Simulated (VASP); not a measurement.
A run of VASP 6.6.1:

The input INCAR:

```
SYSTEM = KI
PREC = Accurate
ENCUT = 520
EDIFF = 1E-7
ISMEAR = 0
SIGMA = 0.05
LREAL = .False.
LASPH = .True.
NELM = 100
ALGO = Normal
ISIF = 2
LWAVE = .False.
LCHARG = .False.
GGA = PE
NBANDS = 15
```

File KPOINTS:

```
Automatic mesh
0
Gamma
  6 6 6
  0 0 0
```

POSCAR

```
KI
1.0
    0.0000000000      3.8065140000      3.2425860000
    3.8065140000      0.0000000000      3.2425860000
    3.8065140000      3.8065140000      0.0000000000
K I
1 1
Direct
    0.0000000000      0.0000000000      0.0000000000
    0.5000000000      0.5000000000      0.5000000000
```

Potentials or basis: VASP PAW PBE potentials, release 64 (K_sv, I).

Launch:

```bash
$ cat potpaw_PBE.64/K_sv/POTCAR potpaw_PBE.64/I/POTCAR > POTCAR
$ mpirun -np 1 vasp_std > vasp.out
```

Hardware: 1 thread of Intel(R) Xeon(R) 6975P-C (Granite Rapids), with other jobs on the host.

Estimate the wall time of this run.

It took 19 s on 1 thread of Intel(R) Xeon(R) 6975P-C (Granite Rapids), on a shared host, peak memory 0.25 GiB. Counts: scf iterations 14, k points 30.
